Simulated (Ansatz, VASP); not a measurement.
## BaTe: VASP beside Ansatz

```
Ba Te
1.0
     0.00000    3.53256    3.53256
     3.53256    0.00000    3.53256
     3.53256    3.53256    0.00000
Ba Te
1 1
Direct
  0.00000 0.00000 0.00000
  0.50000 0.50000 0.50000
```

Alike in both runs: functional PBE; k mesh 8 × 8 × 8; occupations gaussian, width 0.02 eV; no spin polarisation.

Ansatz relaxed the structure, and its values are those at the end. VASP's run is a single point on that final structure, the one shown.

|  | VASP | Ansatz |
| --- | --- | --- |
| version | VASP 6.6.1 | Ansatz 0.2.0 |
| potentials or method | VASP PAW PBE potentials, release 64 (Ba_sv, Te), cutoff 520 eV | scalar-relativistic, plane waves, PAW |
| valence electrons in the cell | 16 | 26 |

```csv
,VASP,Ansatz,Ansatz less VASP
gap on the k mesh at the Fermi level (eV),1.58,1.66,+0.077
least direct gap on the mesh (eV),1.96,2.01,+0.049
pressure (GPa),0.3,0.0,-0.30
```

VASP's potentials hold 16 valence electrons a cell and Ansatz's 26, so a difference there can come from the potentials and not from the codes.

Neither program's run includes spin-orbit coupling.
